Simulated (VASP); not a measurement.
# Y (P6_3/mmc) in VASP: a series of runs, part 2 of 2

VASP 6.6.1. Earlier steps stand in the parts before.

## (4) Single point, LDA (31.69 Å³/atom)

This run uses another cell than the first one, of 31.69 Å³/atom.

INCAR reads:

```
ALGO     = Normal         # electronic algorithm
EDIFF    = 1E-6           # SCF threshold, eV
ENCUT    = 520            # plane-wave cutoff, eV
GGA      = CA             # functional
ISIF     = 2              # what is computed and relaxed
ISMEAR   = -1             # smearing method
LASPH    = T              # aspherical terms in the spheres
LCHARG   = F              # write CHGCAR
LREAL    = F              # projectors in reciprocal space
LWAVE    = F              # write WAVECAR
NBANDS   = 18             # bands
NELM     = 80             # most SCF steps
PREC     = Accurate       # precision mode
SIGMA    = 0.05           # smearing width, eV
```

KPOINTS reads:

```
k-points
0
Gamma
  8 8 5
```

POSCAR reads:

```
Y
1.0
    3.5981047680      0.0000000000      0.0000000000
   -1.7990523840      3.1160501346      0.0000000000
    0.0000000000      0.0000000000      5.6531499653
Y
2
Direct
    0.6666666667      0.3333333333      0.7500000000
    0.3333333333      0.6666666667      0.2500000000
```

Potentials or basis: VASP PAW LDA potentials, release 64 (Y_sv).

On the command line:

```console
> cat potpaw_LDA.64/Y_sv/POTCAR > POTCAR
> mpirun -np 1 vasp_std > vasp.out
```

OUTCAR:

```text
EDIFF = 1E-6
   ENCUT = 520
   GGA = CA
   ISIF = 2
   ISMEAR = -1
   LASPH = T
   LREAL = F
   NELM = 80
   PREC = Accurate

 ion  position               nearest neighbor table
   1  0.667  0.333  0.750-   2 3.51   2 3.51   2 3.51   2 3.51   2 3.51   2 3.51
   2  0.333  0.667  0.250-   1 3.51   1 3.51   1 3.51   1 3.51   1 3.51   1 3.51

  LATTYP: Found a hexagonal cell.
 ALAT       =     3.5981047680
 C/A-ratio  =     1.5711465702

  Lattice vectors:

[... 192 lines left out ...]
      4     -19.2688      2.00000
      5     -19.2688      2.00000
      6     -19.1676      2.00000
[... 481 lines left out ...]
      5     -19.3524      2.00000
      6     -19.3295      2.00000
[... 10 lines left out ...]
     17       7.5930      0.00000
     18       7.7189      0.00000

 [... further k-points ...]
[... 5 lines left out ...]
  --------------------------------------------------------------------------------------
  -------------------------------------------------------------------------------------
  Total       -0.9307908     -0.9307908     -1.0698305      0.0000000      0.0000000     -0.0000000
  in kB      -23.5284833    -23.5284833    -27.0431200      0.0000000      0.0000000     -0.0000000
  external PRESSURE =     -24.7000288 kB  Pullay stress =       0.0000000 kB

 VOLUME and BASIS-vectors are now :
 -----------------------------------------------------------------------------
  energy-cutoff  :      520.00
  volume of cell :       63.38
      direct lattice vectors                 reciprocal lattice vectors
     3.598104768  0.000000000  0.000000000     0.277924092  0.160459549  0.000000000
    -1.799052384  3.116050135  0.000000000     0.000000000  0.320919098  0.000000000
     0.000000000  0.000000000  5.653149965     0.000000000  0.000000000  0.176892530

 POSITION                                       TOTAL-FORCE (eV/Angst)
 -----------------------------------------------------------------------------------
      1.79905      1.03868      4.23986        -0.000000      0.000000      0.000000
     -0.00000      2.07737      1.41329         0.000000     -0.000000      0.000000
 -----------------------------------------------------------------------------------
    total drift:                               -0.000000      0.000000     -0.000000

  FREE ENERGIE OF THE ION-ELECTRON SYSTEM (eV)
  ---------------------------------------------------
  free  energy   TOTEN  =       -13.8695270463 eV

  energy  without entropy=      -13.8294628037  energy(sigma->0) =      -13.84949493
```

OSZICAR:

```text
N       E                     dE             d eps       ncg     rms          rms(c)
DAV:   1     0.909638211506E+02    0.90964E+02   -0.11401E+04  1080   0.117E+03
DAV:   2    -0.642283138526E+01   -0.97387E+02   -0.95731E+02  1338   0.263E+02
DAV:   3    -0.140900117780E+02   -0.76672E+01   -0.76021E+01  1904   0.437E+01
DAV:   4    -0.142834171220E+02   -0.19341E+00   -0.19291E+00  1338   0.735E+00
DAV:   5    -0.142892342017E+02   -0.58171E-02   -0.58162E-02  1520   0.905E-01    0.339E+01
DAV:   6    -0.139451939695E+02    0.34404E+00   -0.41316E-01  1200   0.380E+00    0.208E+01
DAV:   7    -0.138819412094E+02    0.63253E-01   -0.78105E-01  1494   0.466E+00    0.161E+00
DAV:   8    -0.138696228808E+02    0.12318E-01   -0.12584E-01  1326   0.206E+00    0.516E-01
DAV:   9    -0.138695300479E+02    0.92833E-04   -0.42698E-03  1412   0.415E-01    0.173E-01
DAV:  10    -0.138695271430E+02    0.29049E-05   -0.62956E-04  1300   0.205E-01    0.858E-02
DAV:  11    -0.138695298392E+02   -0.26962E-05   -0.45772E-05  1638   0.453E-02    0.772E-02
DAV:  12    -0.138695274701E+02    0.23692E-05   -0.84860E-06  1222   0.205E-02    0.243E-02
DAV:  13    -0.138695270463E+02    0.42374E-06   -0.10350E-06   888   0.850E-03
   1 F= -.13869527E+02 E0= -.13849495E+02  d E =-.400642E-01
```

Run time: 44 s. Hardware: 1 thread of AMD EPYC 7R13, shared host; peak memory 0.15 GiB.

Results:

| Quantity | Value |
| --- | --- |
| Free energy | -13.8695 eV |
| Pressure | -2.5 GPa |
| Band gap on the k mesh | zero (bands 11 and 12 overlap by 1.46 eV) |

## (5) The runs side by side

| task | level | potentials or basis | cell | k mesh | cutoff (eV) | smearing | tolerance level | purpose | passes | dipole correction | gap on the mesh (eV) | pressure (GPa) |
| --- | --- | --- | --- | --- | --- | --- | --- | --- | --- | --- | --- | --- |
| relaxation of cell and atoms | PBEsol | VASP PAW PBE potentials, release 64 (Y_sv) | relaxed from a = 3.684, b = 3.684, c = 5.787 Å, angles 90.0, 90.0, 120.0°, 2 atoms | 11 × 11 × 7 | 650 | methfessel-paxton 0.05 eV | tight | cell | 3 | - | none | 0.0 |
| single point | LDA | VASP PAW LDA potentials, release 64 (Y_sv) | a = 3.573, b = 3.573, c = 5.614 Å, angles 90.0, 90.0, 120.0°, 2 atoms | 8 × 8 × 5 | 520 | fermi-dirac 0.05 eV | - | - | - | no | none | -1.7 |
| single point | LDA | VASP PAW LDA potentials, release 64 (Y_sv) | a = 3.598, b = 3.598, c = 5.653 Å, angles 90.0, 90.0, 120.0°, 2 atoms | 8 × 8 × 5 | 520 | fermi-dirac 0.05 eV | - | - | - | no | none | -2.5 |

Alike in all rows: no spin polarisation.

Caveats: the PAW data sets were made with another functional, which shifts forces and pressure a little (at least some runs).

Total energies depend on the potentials used, so only differences within one code and one set of settings carry meaning.
